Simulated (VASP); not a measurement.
Here is a VASP 6.6.1 calculation.

The input INCAR:

```
SYSTEM = SiRu6
ALGO = Normal ; DIPOL = 0.5 0.5 0.354
EDIFF = 1E-6 ; ENCUT = 520
GGA = PE ; IDIPOL = 3
ISIF = 2 ; ISMEAR = 0
LASPH = .TRUE. ; LCHARG = .FALSE.
LDIPOL = .TRUE. ; LREAL = .FALSE.
LWAVE = .FALSE. ; NBANDS = 53
NELM = 80 ; PREC = Accurate
SIGMA = 0.1
```

File KPOINTS:

```
k-points
0
G
  10 6 1
  0 0 0
```

File POSCAR:

```
SiRu6
1.0
    2.7197977462      0.0000000000      0.0000000000
    0.0000000000      4.2966597640      0.0000000000
    0.0000000000      0.0000000000     20.8383397414
Ru Si
6 1
Direct
    0.0000000000      0.7500000000      0.1919538720
    0.5000000000      0.2500000000      0.2296314409
    0.5000000000      0.7500000000      0.3049865786
    0.0000000000      0.2500000000      0.3407382302
    0.0000000000      0.7500000000      0.4168575075
    0.5000000000      0.2500000000      0.4481326179
    0.5000000000      0.4500000000      0.5483004306
```

Potentials or basis: VASP PAW PBE potentials, release 64 (Ru_pv, Si).

Command:

```bash
$ cat potpaw_PBE.64/Ru_pv/POTCAR potpaw_PBE.64/Si/POTCAR > POTCAR
$ mpirun -np 1 vasp_std > vasp.out
```

(1) What does it give for the largest force?

(2) Predict the band gap on the k mesh.

## Answers

(1) 0.847 eV/Å.

(2) zero (band 44 reaches 2.66 eV, above the bottom of band 45 at 1.55 eV).
